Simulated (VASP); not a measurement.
Write the native input for VASP 6.6.1 that does the following.

| Item | Value |
| --- | --- |
| Task | single point |
| Functional | LDA |
| Potentials or basis | VASP PAW LDA potentials, release 64 (In_d) |
| Cutoff | 520 eV |
| k mesh | 12 × 12 × 12 |
| Occupations | fermi-dirac, width 0.05 eV |
| Spin | no spin polarisation |
| Dipole correction | no |
| Further INCAR settings | ALGO = Normal; EDIFF = 1e-07; NBANDS = 20 |

The structure of In lies in POSCAR:

```
In
1.0
    0.0000000000      3.2313191767      3.2313191767
    3.2313191767      0.0000000000      3.2313191767
    3.2313191767      3.2313191767      0.0000000000
In
2
Direct
   -0.1250000000     -0.1250000000     -0.1250000000
    0.1250000000      0.1250000000      0.1250000000
```

This isn't the form of In at room conditions, which is tetragonal.

These files were run (other wordings do the same):

INCAR

```
PREC     = Accurate       # precision mode
ENCUT    = 520            # plane-wave cutoff, eV
EDIFF    = 1E-7           # SCF threshold, eV
ISMEAR   = -1             # smearing method
SIGMA    = 0.05           # smearing width, eV
LREAL    = F              # projectors in reciprocal space
LASPH    = T              # aspherical terms in the spheres
NELM     = 80             # most SCF steps
ALGO     = Normal         # electronic algorithm
ISIF     = 2              # what is computed and relaxed
LWAVE    = F              # write WAVECAR
LCHARG   = F              # write CHGCAR
GGA      = CA             # functional
NBANDS   = 20             # bands
```

KPOINTS

```
Automatic mesh
0
Gamma
  12 12 12
```

Potentials or basis: VASP PAW LDA potentials, release 64 (In_d).

Run with:

```bash
$ cat potpaw_LDA.64/In_d/POTCAR > POTCAR
$ mpirun -np 1 vasp_std > vasp.out
```

It gave:

```json
{"Pressure": "0.0 GPa", "Band gap on the k mesh": "zero (bands 13 and 14 overlap by 3.84 eV)"}
```

Caveat: spin-orbit coupling is left out, which moves the levels of the heavy elements.

It took 83 s on 1 thread of Intel Xeon 8259CL, on a shared host, peak memory 0.22 GiB.
